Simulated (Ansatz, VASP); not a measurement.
## Two plane-wave programs on ZrC

```
Zr C
1.0
     0.00000    2.32231    2.32231
     2.32231    0.00000    2.32231
     2.32231    2.32231    0.00000
Zr C
1 1
Direct
  0.50000 0.50000 0.50000
  0.00000 0.00000 0.00000
```

Alike in both runs: functional LDA; k mesh 8 × 8 × 8; occupations gaussian, width 0.1 eV; no spin polarisation.

Ansatz relaxed the structure, and its values are those at the end. VASP's run is a single point on that final structure, the one shown.

```csv
,VASP,Ansatz
version,VASP 6.6.1,Ansatz 0.2.0
potentials or method,"VASP PAW LDA potentials, release 64 (Zr_sv, C), cutoff 600 eV","scalar-relativistic, plane waves, PAW"
valence electrons in the cell,16,16
```

|  | VASP | Ansatz | Ansatz less VASP |
| --- | --- | --- | --- |
| gap on the k mesh at the Fermi level (eV) | none | none | - |
| pressure (GPa) | 0.0 | -0.5 | -0.54 |

LDA's correlation is that of Perdew and Zunger in VASP and of Perdew and Wang (1992) in Ansatz. A gap of «none» marks a metal or a gap that the smearing closes.
